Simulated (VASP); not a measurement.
# AlP (kk07) (F-43m) in VASP: further runs

AlP (kk07) is run at these levels: LDA; tasks: single point, relaxation of cell and atoms.

All numbers are computed with VASP 6.6.1; they aren't measurements. Logs are shortened: lines on timing, memory, paths and dates and some standing lists are left out, and cuts for length are marked.

## Step 1: The cell of the first run

Symmetry: F-43m, No. 216, cubic system. The conventional cell has a = 5.473 Å, b = 5.473 Å, c = 5.473 Å, α = 90.00°, β = 90.00°, γ = 90.00°. Al (site symmetry -43m) has 4 P at 2.37 Å within 3.1 Å. P (site symmetry -43m) has 4 Al at 2.37 Å within 3.1 Å.

## Step 2: Single point, LDA

The input, INCAR:

```
PREC     = Accurate       # precision mode
ENCUT    = 500            # plane-wave cutoff, eV
EDIFF    = 1E-6           # SCF threshold, eV
ISMEAR   = 0              # smearing method
SIGMA    = 0.1            # smearing width, eV
LREAL    = F              # projectors in reciprocal space
LASPH    = T              # aspherical terms in the spheres
NELM     = 120            # most SCF steps
ALGO     = Normal         # electronic algorithm
ISIF     = 2              # what is computed and relaxed
LWAVE    = F              # write WAVECAR
LCHARG   = F              # write CHGCAR
GGA      = CA             # functional
NBANDS   = 11             # bands
GGA_COMPAT= F
```

The input, KPOINTS:

```
regular mesh
0
Gamma
  6 6 6
```

The input, POSCAR:

```
AlP
1.0
    0.0000000000      2.7364837100      2.7364837100
    2.7364837100      0.0000000000      2.7364837100
    2.7364837100      2.7364837100      0.0000000000
Al P
1 1
Direct
    0.0000000000      0.0000000000      0.0000000000
    0.2500000000      0.2500000000      0.2500000000
```

Potentials or basis: VASP PAW LDA potentials, release 64 (Al, P).

Launch:

```
$ cat potpaw_LDA.64/Al/POTCAR potpaw_LDA.64/P/POTCAR > POTCAR
$ mpirun -np 1 vasp_std > vasp.out
```

OUTCAR:

```text
PREC = Accurate
   ENCUT = 500
   EDIFF = 1E-6
   ISMEAR = 0
   LREAL = F
   LASPH = T
   NELM = 120
   ISIF = 2
   GGA = CA

 ion  position               nearest neighbor table
   1  0.000  0.000  0.000-   2 2.37   2 2.37   2 2.37   2 2.37
   2  0.250  0.250  0.250-   1 2.37   1 2.37   1 2.37   1 2.37

  LATTYP: Found a face centered cubic cell.
 ALAT       =     5.4729674200

  Lattice vectors:

 A1 = (   0.0000000000,   2.7364837100,   2.7364837100)
 A2 = (   2.7364837100,   0.0000000000,   2.7364837100)
 A3 = (   2.7364837100,   2.7364837100,   0.0000000000)

Analysis of symmetry for initial positions (statically):
=====================================================================
 Subroutine PRICEL returns:
 Original cell was already a primitive cell.

 Routine SETGRP: Setting up the symmetry group for a
 face centered cubic supercell.

 Subroutine GETGRP returns: Found 24 space group operations
 (whereof 24 operations were pure point group operations)
 out of a pool of 48 trial point group operations.

The static configuration has the point symmetry T_d .

Analysis of symmetry for dynamics (positions and initial velocities):
=====================================================================
 Subroutine PRICEL returns:
 Original cell was already a primitive cell.

 Routine SETGRP: Setting up the symmetry group for a
 face centered cubic supercell.

 Subroutine GETGRP returns: Found 24 space group operations
 (whereof 24 operations were pure point group operations)
 out of a pool of 48 trial point group operations.

The dynamic configuration has the point symmetry T_d .

 Subroutine INISYM returns: Found 24 space group operations
 (whereof 24 operations are pure point group operations),
 and found     1 'primitive' translations

----------------------------------------------------------------------------------------

                                     Primitive cell

  volume of cell :      40.9835

  direct lattice vectors                    reciprocal lattice vectors
     0.000000000  2.736483710  2.736483710    -0.182716235  0.182716235  0.182716235
     2.736483710  0.000000000  2.736483710     0.182716235 -0.182716235  0.182716235
     2.736483710  2.736483710  0.000000000     0.182716235  0.182716235 -0.182716235

  length of vectors
     3.869972376  3.869972376  3.869972376     0.316473802  0.316473802  0.316473802

  position of ions in fractional coordinates (direct lattice)
     0.000000000  0.000000000  0.000000000
     0.250000000  0.250000000  0.250000000

  ion indices of the primitive-cell ions
   primitive index   ion index
                 1           1
                 2           2

----------------------------------------------------------------------------------------

 KPOINTS: regular mesh

Automatic generation of k-mesh.
 Grid dimensions read from file:
 generate k-points for:    6    6    6

 Generating k-lattice:

  Cartesian coordinates                     Fractional coordinates (reciprocal lattice)
    -0.030452706  0.030452706  0.030452706     0.166666667  0.000000000  0.000000000
     0.030452706 -0.030452706  0.030452706     0.000000000  0.166666667  0.000000000
     0.030452706  0.030452706 -0.030452706     0.000000000  0.000000000  0.166666667

  Length of vectors
     0.052745634  0.052745634  0.052745634

  Shift w.r.t. Gamma in fractional coordinates (k-lattice)
     0.000000000  0.000000000  0.000000000

 Subroutine IBZKPT returns following result:
 ===========================================

 Found     16 irreducible k-points:

 Following reciprocal coordinates:
            Coordinates               Weight
  0.000000  0.000000  0.000000      1.000000
  0.166667  0.000000  0.000000      8.000000
  0.333333  0.000000  0.000000      8.000000
  0.500000  0.000000  0.000000      4.000000
  0.166667  0.166667  0.000000      6.000000
  0.333333  0.166667  0.000000     24.000000
[... 8 lines left out ...]
 -0.333333  0.333333  0.166667     24.000000
 -0.333333  0.500000  0.166667     12.000000
   k-points           NKPTS =     16   k-points in BZ     NKDIM =     16   number of bands    NBANDS=     11
   number of dos      NEDOS =    301   number of ions     NIONS =      2
   total plane-waves  NPLWV =  21952
   dimension x,y,z NGX =    28 NGY =   28 NGZ =   28
   dimension x,y,z NGXF=    56 NGYF=   56 NGZF=   56
   ions per type =               1   1
   NGX,Y,Z   is equivalent  to a cutoff of  12.03, 12.03, 12.03 a.u.
   NGXF,Y,Z  is equivalent  to a cutoff of  24.06, 24.06, 24.06 a.u.
 SYSTEM =  unknown system
   PREC   = accura    normal or accurate (medium, high low for compatibility)
   ISTART =      0    job   : 0-new  1-cont  2-samecut
   ICHARG =      2    charge: 1-file 2-atom 10-const
   ISPIN  =      1    spin polarized calculation?
   LNONCOLLINEAR =      F non collinear calculations
   LSORBIT =      F    spin-orbit coupling
   LASPH  =      T    aspherical Exc in radial PAW
   ENCUT  =  500.0 eV  36.75 Ry    6.06 a.u.   7.06  7.06  7.06*2*pi/ulx,y,z
   NELM   =    120;   NELMIN=  2; NELMDL= -5     # of ELM steps
   EDIFF  = 0.1E-05   stopping-criterion for ELM
   LREAL  =      F    real-space projection
   EDIFFG = 0.1E-04   stopping-criterion for IOM
   NSW    =      0    number of steps for IOM
   IBRION =     -1    ionic relax: 0-MD 1-quasi-New 2-CG
   NFREE  =      0    steps in history (QN), initial steepest desc. (CG)
   ISIF   =      2    stress and relaxation
   ISYM   =      2    0-nonsym 1-usesym 2-fastsym
   POTIM  = 0.5000    time-step for ionic-motion
   TEBEG  =    0.0;   TEEND  =   0.0 temperature during run
   PSTRESS=    0.0 pullay stress
   NELECT =       8.0000    total number of electrons
   NUPDOWN=      -1.0000    fix difference up-down
   EMIN   =  10.00;   EMAX   =-10.00  energy-range for DOS
   EFERMI =   0.00;   METHOD = LEGACY
   ISMEAR =     0;   SIGMA  =   0.10  broadening in eV -4-tet -1-fermi 0-gaus
   EFERMI_NEDOS =   21; number of points for ismear=-14 and -15
   IALGO  =     38    algorithm
   IMIX   =      4    mixing-type and parameters
     AMIX     =   0.40;   BMIX     =  1.00
     AMIX_MAG =   1.60;   BMIX_MAG =  1.00
  volume/ion in A,a.u.               =      20.49       138.29
  Fermi-wavevector in a.u.,A,eV,Ry     =   0.949661  1.794599 12.270497  0.901856
  Thomas-Fermi vector in A             =   2.077965
   LORBIT       =      0    0 simple, 1 ext, 2 COOP (PROOUT), +10 PAW based schemes
   GGA     = CA    functional components
   LHFCALC =     F    Hartree Fock is set to
   AEXX    =    0.0000 exact exchange contribution
   IVDW    =     0    specifies the selected vdW correction
   LEPSILON=     F    determine dielectric tensor
   LRPA    =     F    only Hartree local field effects (RPA)
 non-spin polarized calculation
 Gauss-broadening in eV      SIGMA  =   0.10
  energy-cutoff  :      500.00
  volume of cell :       40.98
 maximum number of plane-waves:      1056
   NGX = 15   NGY = 15   NGZ = 15

 number of electron       8.0000000 magnetization

 Free energy of the ion-electron system (eV)
  ---------------------------------------------------
  ext. energy  EPLUGINS =         0.00000000
  ---------------------------------------------------
  free energy    TOTEN  =       -11.39905238 eV

  energy without entropy =      -11.39905238  energy(sigma->0) =      -11.39905238

 E-fermi :   4.8159     XC(G=0):  -9.4212

 val. band max:        4.3899625093   @ k =   0.0000   0.0000   0.0000
 cond. band min:       5.8406872154   @ k =   0.5000   0.5000   0.0000
 fundamental gap:      1.4507247061
 Fermi energy:         4.8158515254

 k-point     1 :       0.0000    0.0000    0.0000
  band No.  band energies     occupation
      1      -7.0758      2.00000
      2       4.3900      2.00000
      3       4.3900      2.00000
      4       4.3900      2.00000
      5       7.4463      0.00000
      6       8.8490      0.00000
      7       8.8490      0.00000
      8       8.8490      0.00000
      9      13.1917      0.00000
     10      13.1917      0.00000
     11      14.3168      0.00000

 k-point     2 :       0.1667    0.0000    0.0000
  band No.  band energies     occupation
      1      -6.7733      2.00000
      2       2.4931      2.00000
      3       4.1462      2.00000
      4       4.1462      2.00000
      5       7.8346      0.00000
      6       9.2821      0.00000
      7       9.2821      0.00000
      8       9.8780      0.00000
      9      12.5231      0.00000
     10      12.5231      0.00000
     11      14.9623      0.00000

 k-point     3 :       0.3333    0.0000    0.0000
  band No.  band energies     occupation
      1      -5.9841      2.00000
      2       0.0295      2.00000
      3       3.7746      2.00000
      4       3.7746      2.00000
      5       7.2662      0.00000
      6       9.3406      0.00000
      7       9.3406      0.00000
      8      12.1072      0.00000
      9      13.4336      0.00000
     10      13.4336      0.00000
     11      14.4404      0.00000

 k-point     4 :       0.5000    0.0000    0.0000
  band No.  band energies     occupation
      1      -5.3949      2.00000
      2      -1.1623      2.00000
      3       3.6253      2.00000
      4       3.6253      2.00000
      5       7.0266      0.00000
      6       9.1155      0.00000
      7       9.1155      0.00000
      8      12.4340      0.00000
      9      15.8703      0.00000
     10      15.8703      0.00000
     11      15.9093      0.00000
[... 127 lines left out ...]
 k-point    14 :       0.5000    0.3333    0.1667
  band No.  band energies     occupation
      1      -5.3585      2.00000
      2      -0.0559      2.00000
      3       1.6975      2.00000
      4       2.7894      2.00000
      5       8.1290      0.00000
      6       9.0958      0.00000
      7       9.7521      0.00000
      8      12.4703      0.00000
      9      13.6041      0.00000
     10      15.6856      0.00000
     11      17.6148      0.00000

 k-point    15 :      -0.3333    0.3333    0.1667
  band No.  band energies     occupation
      1      -4.8959      2.00000
      2      -0.6240      2.00000
      3       1.2411      2.00000
      4       2.3957      2.00000
      5       8.3279      0.00000
      6       9.2216      0.00000
      7      11.1410      0.00000
      8      11.9150      0.00000
      9      13.1109      0.00000
     10      16.1420      0.00000
     11      17.1636      0.00000

 k-point    16 :      -0.3333    0.5000    0.1667
  band No.  band energies     occupation
      1      -4.6937      2.00000
      2      -0.6758      2.00000
      3       1.4658      2.00000
      4       1.7057      2.00000
      5       7.5921      0.00000
      6       8.5729      0.00000
      7      11.8918      0.00000
      8      12.2501      0.00000
      9      15.3997      0.00000
     10      16.2547      0.00000
     11      17.4400      0.00000

------------------------ aborting loop because EDIFF is reached ----------------------------------------

  FORCE on cell =-STRESS in cart. coord.  units (eV):
  Direction    XX          YY          ZZ          XY          YZ          ZX
  --------------------------------------------------------------------------------------
  -------------------------------------------------------------------------------------
  Total       -0.4530605     -0.4530605     -0.4530605      0.0000000      0.0000000     -0.0000000
  in kB      -17.7116143    -17.7116143    -17.7116143      0.0000000      0.0000000     -0.0000000
  external PRESSURE =     -17.7116143 kB  Pullay stress =       0.0000000 kB

 VOLUME and BASIS-vectors are now :
 -----------------------------------------------------------------------------
  energy-cutoff  :      500.00
  volume of cell :       40.98
      direct lattice vectors                 reciprocal lattice vectors
     0.000000000  2.736483710  2.736483710    -0.182716235  0.182716235  0.182716235
     2.736483710  0.000000000  2.736483710     0.182716235 -0.182716235  0.182716235
     2.736483710  2.736483710  0.000000000     0.182716235  0.182716235 -0.182716235

 POSITION                                       TOTAL-FORCE (eV/Angst)
 -----------------------------------------------------------------------------------
      0.00000      0.00000      0.00000         0.000000      0.000000      0.000000
      1.36824      1.36824      1.36824        -0.000000     -0.000000     -0.000000
 -----------------------------------------------------------------------------------
    total drift:                               -0.000000     -0.000000      0.000000

  FREE ENERGIE OF THE ION-ELECTRON SYSTEM (eV)
  ---------------------------------------------------
  free  energy   TOTEN  =       -11.3990523794 eV

  energy  without entropy=      -11.3990523794  energy(sigma->0) =      -11.39905238
```

It took 5 s on 1 thread of Intel Xeon Platinum 8559C (Emerald Rapids), shared host; peak memory 0.13 GiB.

What came out:

| Item | Value |
| --- | --- |
| Free energy | -11.3991 eV |
| Pressure | -1.8 GPa |
| Band gap on the k mesh | 1.45 eV, indirect (least direct gap 3.06 eV) |

[end of part 1 of 2]
